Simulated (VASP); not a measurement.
# Bi2Se3 (Paraguanajuatite) (R-3m) in VASP: electric field gradients with PBE

Aim: the electric field gradients of Bi2Se3 (Paraguanajuatite) with PBE.

Program: VASP 6.6.1. These are calculated values, not measurements. Logs are shortened: lines on timing, memory, paths and dates and some standing lists are left out, and cuts for length are marked.

## (1) The cell of the first run

It takes space group R-3m (No. 166, trigonal). Conventional cell: a = 4.143 Å, b = 4.143 Å, c = 28.636 Å, α = 90.00°, β = 90.00°, γ = 120.00°. Bi (site symmetry 3m) has 6 Se at 2.85 to 3.07 Å within 3.8 Å. Within 4.0 Å of Se (site symmetry -3m) lie 6 Bi at 3.07 Å. Within 3.8 Å of Se (site symmetry 3m) lie 3 Bi at 2.85 Å and 3 Se at 3.52 Å.

## (2) Electric field gradients, PBE

INCAR reads:

```
SYSTEM = Bi2Se3
PREC = Accurate
ENCUT = 520
EDIFF = 1E-8
ISMEAR = -1
SIGMA = 0.02
LREAL = .False.
LASPH = .True.
NELM = 80
ALGO = Normal
ISIF = 2
LWAVE = .False.
LCHARG = .False.
GGA = PE
LEFG = .True.
NBANDS = 32
```

KPOINTS reads:

```
regular mesh
0
Gamma
  9 9 9
  0 0 0
```

POSCAR reads:

```
Bi2Se3
1.0
    2.0715000000      1.1959810826      9.5453333333
   -2.0715000000      1.1959810826      9.5453333333
    0.0000000000     -2.3919621653      9.5453333333
Bi Se
2 3
Direct
    0.4008000000      0.4008000000      0.4008000000
    0.5992000000      0.5992000000      0.5992000000
    0.0000000000      0.0000000000      0.0000000000
    0.2117000000      0.2117000000      0.2117000000
    0.7883000000      0.7883000000      0.7883000000
```

Potentials or basis: VASP PAW PBE potentials, release 64 (Bi_d, Se).

On the command line:

```sh
cat potpaw_PBE.64/Bi_d/POTCAR potpaw_PBE.64/Se/POTCAR > POTCAR
mpirun -np 1 vasp_std > vasp.out
```

OUTCAR:

```text
SYSTEM = Bi2Se3
   PREC = Accurate
   ENCUT = 520
   EDIFF = 1E-8
   ISMEAR = -1
   LREAL = .False.
   LASPH = .True.
   NELM = 80
   ISIF = 2
   GGA = PE

 ion  position               nearest neighbor table
   1  0.401  0.401  0.401-   5 2.85   5 2.85   5 2.85   3 3.07   3 3.07   3 3.07
   2  0.599  0.599  0.599-   4 2.85   4 2.85   4 2.85   3 3.07   3 3.07   3 3.07
   3  0.000  0.000  0.000-   2 3.07   2 3.07   1 3.07   1 3.07   2 3.07   1 3.07
   4  0.212  0.212  0.212-   2 2.85   2 2.85   2 2.85
   5  0.788  0.788  0.788-   1 2.85   1 2.85   1 2.85

  LATTYP: Found a trigonal (rhomboedric) cell.
 ALAT       =     9.8404710987
 COS(alpha) =     0.9113725833

  Lattice vectors:

 A1 = (   2.0715000000,   1.1959810826,   9.5453333333)
 A2 = (  -2.0715000000,   1.1959810826,   9.5453333333)
 A3 = (   0.0000000000,  -2.3919621653,   9.5453333333)

Analysis of symmetry for initial positions (statically):
=====================================================================
 Subroutine PRICEL returns:
 Original cell was already a primitive cell.

 Routine SETGRP: Setting up the symmetry group for a
 trigonal (rhombohedral) supercell.

 Subroutine GETGRP returns: Found 12 space group operations
 (whereof 12 operations were pure point group operations)
 out of a pool of 12 trial point group operations.

The static configuration has the point symmetry D_3d.

Analysis of symmetry for dynamics (positions and initial velocities):
=====================================================================
 Subroutine PRICEL returns:
 Original cell was already a primitive cell.

 Routine SETGRP: Setting up the symmetry group for a
 trigonal (rhombohedral) supercell.

 Subroutine GETGRP returns: Found 12 space group operations
 (whereof 12 operations were pure point group operations)
 out of a pool of 12 trial point group operations.

The dynamic configuration has the point symmetry D_3d.

 Subroutine INISYM returns: Found 12 space group operations
 (whereof 12 operations are pure point group operations),
 and found     1 'primitive' translations

----------------------------------------------------------------------------------------

                                     Primitive cell

  volume of cell :     141.8899

  direct lattice vectors                    reciprocal lattice vectors
     2.071500000  1.195981083  9.545333333     0.241370987  0.139355604  0.034921078
    -2.071500000  1.195981083  9.545333333    -0.241370987  0.139355604  0.034921078
     0.000000000 -2.391962165  9.545333333     0.000000000 -0.278711209  0.034921078

  length of vectors
     9.840471099  9.840471099  9.840471099     0.280890405  0.280890405  0.280890405

  position of ions in fractional coordinates (direct lattice)
     0.400800000  0.400800000  0.400800000
     0.599200000  0.599200000  0.599200000
     0.000000000  0.000000000  0.000000000
     0.211700000  0.211700000  0.211700000
     0.788300000  0.788300000  0.788300000

  ion indices of the primitive-cell ions
   primitive index   ion index
                 1           1
                 2           2
                 3           3
                 4           4
                 5           5

----------------------------------------------------------------------------------------

 KPOINTS: regular mesh

Automatic generation of k-mesh.
 Grid dimensions read from file:
 generate k-points for:    9    9    9

 Generating k-lattice:

  Cartesian coordinates                     Fractional coordinates (reciprocal lattice)
     0.026818999  0.015483956  0.003880120     0.111111111  0.000000000  0.000000000
[... 47 lines left out ...]
   NGX,Y,Z   is equivalent  to a cutoff of  13.52, 13.52, 13.52 a.u.
   NGXF,Y,Z  is equivalent  to a cutoff of  27.03, 27.03, 27.03 a.u.
 SYSTEM =  Bi2Se3
   PREC   = accura    normal or accurate (medium, high low for compatibility)
   ISTART =      0    job   : 0-new  1-cont  2-samecut
   ICHARG =      2    charge: 1-file 2-atom 10-const
   ISPIN  =      1    spin polarized calculation?
   LNONCOLLINEAR =      F non collinear calculations
   LSORBIT =      F    spin-orbit coupling
   LASPH  =      T    aspherical Exc in radial PAW
   ENCUT  =  520.0 eV  38.22 Ry    6.18 a.u.  18.30 18.30 18.30*2*pi/ulx,y,z
   NELM   =     80;   NELMIN=  2; NELMDL= -5     # of ELM steps
   EDIFF  = 0.1E-07   stopping-criterion for ELM
   LREAL  =      F    real-space projection
   EDIFFG = 0.1E-06   stopping-criterion for IOM
   NSW    =      0    number of steps for IOM
   IBRION =     -1    ionic relax: 0-MD 1-quasi-New 2-CG
   NFREE  =      0    steps in history (QN), initial steepest desc. (CG)
   ISIF   =      2    stress and relaxation
   ISYM   =      2    0-nonsym 1-usesym 2-fastsym
   POTIM  = 0.5000    time-step for ionic-motion
   TEBEG  =    0.0;   TEEND  =   0.0 temperature during run
   PSTRESS=    0.0 pullay stress
   NELECT =      48.0000    total number of electrons
   NUPDOWN=      -1.0000    fix difference up-down
   EMIN   =  10.00;   EMAX   =-10.00  energy-range for DOS
   EFERMI =   0.00;   METHOD = LEGACY
   ISMEAR =    -1;   SIGMA  =   0.02  broadening in eV -4-tet -1-fermi 0-gaus
   EFERMI_NEDOS =   21; number of points for ismear=-14 and -15
   IALGO  =     38    algorithm
   IMIX   =      4    mixing-type and parameters
     AMIX     =   0.40;   BMIX     =  1.00
     AMIX_MAG =   1.60;   BMIX_MAG =  1.00
  volume/ion in A,a.u.               =      28.38       191.50
  Fermi-wavevector in a.u.,A,eV,Ry     =   1.140700  2.155610 17.703848  1.301196
  Thomas-Fermi vector in A             =   2.277401
   LORBIT       =      0    0 simple, 1 ext, 2 COOP (PROOUT), +10 PAW based schemes
   GGA     = PE    functional components
   LHFCALC =     F    Hartree Fock is set to
   AEXX    =    0.0000 exact exchange contribution
   IVDW    =     0    specifies the selected vdW correction
   LEPSILON=     F    determine dielectric tensor
   LRPA    =     F    only Hartree local field effects (RPA)
 non-spin polarized calculation
  energy-cutoff  :      520.00
  volume of cell :      141.89
 maximum number of plane-waves:      3854
 NGX is ok and might be reduce to    80
   NGX = 37   NGY = 37   NGZ = 37

 number of electron      47.9999997 magnetization

 Free energy of the ion-electron system (eV)
  ---------------------------------------------------
  ext. energy  EPLUGINS =         0.00000000
  ---------------------------------------------------
  free energy    TOTEN  =       -20.15526697 eV

  energy without entropy =      -20.15526343  energy(sigma->0) =      -20.15526520

 E-fermi :   5.0774     XC(G=0):  -9.4968

 val. band max:        4.9713091999   @ k =   0.0000   0.0000   0.0000
 cond. band min:       5.1834820079   @ k =   0.0000   0.0000   0.0000
 fundamental gap:      0.2121728081
 Fermi energy:         5.0773722154

 k-point     1 :       0.0000    0.0000    0.0000
  band No.  band energies     occupation
      1     -18.1602      2.00000
      2     -18.1602      2.00000
      3     -18.1584      2.00000
      4     -18.1584      2.00000
      5     -18.1530      2.00000
      6     -18.1504      2.00000
[... 829 lines left out ...]
     31      10.0573      0.00000
     32      11.7711      0.00000

 [... further k-points ...]

------------------------ aborting loop because EDIFF is reached ----------------------------------------

  FORCE on cell =-STRESS in cart. coord.  units (eV):
  Direction    XX          YY          ZZ          XY          YZ          ZX
  --------------------------------------------------------------------------------------
  -------------------------------------------------------------------------------------
  Total        2.2656280      2.2656280      2.2978288      0.0000000     -0.0000000      0.0000000
  in kB       25.5827710     25.5827710     25.9463726      0.0000000     -0.0000000      0.0000000
  external PRESSURE =      25.7039715 kB  Pullay stress =       0.0000000 kB

 VOLUME and BASIS-vectors are now :
 -----------------------------------------------------------------------------
  energy-cutoff  :      520.00
  volume of cell :      141.89
      direct lattice vectors                 reciprocal lattice vectors
     2.071500000  1.195981083  9.545333333     0.241370987  0.139355604  0.034921078
    -2.071500000  1.195981083  9.545333333    -0.241370987  0.139355604  0.034921078
     0.000000000 -2.391962165  9.545333333     0.000000000 -0.278711209  0.034921078

 POSITION                                       TOTAL-FORCE (eV/Angst)
 -----------------------------------------------------------------------------------
      0.00000     -0.00000     11.47731         0.000000      0.000000     -0.165692
      0.00000     -0.00000     17.15869         0.000000     -0.000000      0.165692
      0.00000      0.00000      0.00000         0.000000     -0.000000     -0.000000
      0.00000     -0.00000      6.06224         0.000000      0.000000     -0.167019
      0.00000     -0.00000     22.57376         0.000000     -0.000000      0.167019
 -----------------------------------------------------------------------------------
    total drift:                                0.000000      0.000000     -0.000000

  FREE ENERGIE OF THE ION-ELECTRON SYSTEM (eV)
  ---------------------------------------------------
  free  energy   TOTEN  =       -20.1552669696 eV

  energy  without entropy=      -20.1552634266  energy(sigma->0) =      -20.15526520

 Electric field gradients (V/A^2)
---------------------------------------------------------------------
 ion       V_xx      V_yy      V_zz      V_xy      V_xz      V_yz
---------------------------------------------------------------------
   1      -5.196    -5.196    10.393    -0.000    -0.000     0.000
   2      -5.196    -5.196    10.393    -0.000     0.000     0.000
   3     -36.127   -36.127    72.255     0.000     0.000     0.000
   4      10.704    10.704   -21.408     0.000    -0.000     0.000
   5      10.704    10.704   -21.408     0.000     0.000     0.000
---------------------------------------------------------------------

 Electric field gradients after diagonalization (V/A^2)
 (convention: |V_zz| > |V_xx| > |V_yy|)
----------------------------------------------------------------------
 ion       V_xx      V_yy      V_zz     asymmetry (V_yy - V_xx)/ V_zz
----------------------------------------------------------------------
   1      -5.196    -5.196    10.393       0.000
   2      -5.196    -5.196    10.393       0.000
   3     -36.127   -36.127    72.255       0.000
   4      10.704    10.704   -21.408       0.000
   5      10.704    10.704   -21.408       0.000
----------------------------------------------------------------------

           NMR quadrupolar parameters

 Cq : quadrupolar parameter    Cq=e*Q*V_zz/h
 eta: asymmetry parameters     (V_yy - V_xx)/ V_zz
 Q  : nuclear electric quadrupole moment in mb (millibarn)
----------------------------------------------------------------------
 ion       Cq(MHz)       eta       Q (mb)
----------------------------------------------------------------------
   1       0.025       0.000       1.000
   2       0.025       0.000       1.000
   3       0.175       0.000       1.000
   4      -0.052       0.000       1.000
   5      -0.052       0.000       1.000
----------------------------------------------------------------------
```

Wall time 33 min (1 thread of Intel Xeon Platinum 8375C at 2.90GHz (Ice Lake), shared host); peak memory 1.1 GiB.

Results:

```yaml
Free_energy: -20.1553 eV
Pressure: 2.6 GPa
Largest_force: 0.167 eV/Å
Band_gap_on_the_k_mesh: 0.21 eV, direct
```

Forces in eV/Å, atoms in the order of the input:
```
Bi   0.000  0.000 -0.166
Bi   0.000  0.000  0.166
Se   0.000  0.000  0.000
Se   0.000  0.000 -0.167
Se   0.000  0.000  0.167
```

Electric field gradients, principal values (V/Å²):
```
atom    least   middle  greatest (by size)
1 Bi   -5.196   -5.196              10.393
2 Bi   -5.196   -5.196              10.393
3 Se  -36.127  -36.127              72.255
4 Se   10.704   10.704             -21.408
5 Se   10.704   10.704             -21.408
```

Caveat: without QUAD_EFG the Cq values of the log hold for a quadrupole moment of 1 mb, not for the nuclei; spin-orbit coupling is left out, which moves the levels of the heavy elements. A k mesh can miss the band edges.
